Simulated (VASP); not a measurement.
TiO3, 4 atoms in the cell. Symmetry: Pm-3m, No. 221, cubic system. Conventional cell: a = 3.183 Å, b = 3.183 Å, c = 3.183 Å, α = 90.00°, β = 90.00°, γ = 90.00°. Ti (site symmetry m-3m) has 12 O at 2.25 Å within 3.0 Å. O (site symmetry 4/mmm) has 4 Ti at 2.25 Å and 8 O at 2.25 Å within 3.0 Å. 

* Program: VASP 6.6.1
* Task: single point
* Functional: r2SCAN
* Potentials or basis: VASP PAW PBE potentials, release 64 (Ti_sv, O)
* Cutoff: 520 eV
* k mesh: 14 × 14 × 14
* Occupations: gaussian, width 0.1 eV
* Spin: no spin polarisation
* Dipole correction: no
* Further INCAR settings: ALGO = Normal; EDIFF = 1e-06; NBANDS = 23

Potentials or basis: VASP PAW PBE potentials, release 64 (Ti_sv, O).

Run with:

```bash
$ cat potpaw_PBE.64/Ti_sv/POTCAR potpaw_PBE.64/O/POTCAR > POTCAR
$ cp INCAR.step1 INCAR
$ mpirun -np 1 vasp_std > vasp.out
$ cp INCAR.step2 INCAR
$ mpirun -np 1 vasp_std > vasp.out
```

Hardware: 1 thread of Intel(R) Xeon(R) 6975P-C (Granite Rapids), on a shared host.

Question: Estimate the wall time of this run.

Answer: It took 74 s on 1 thread of Intel(R) Xeon(R) 6975P-C (Granite Rapids) (shared host), peak memory 0.2 GiB. Counts: k points 120.
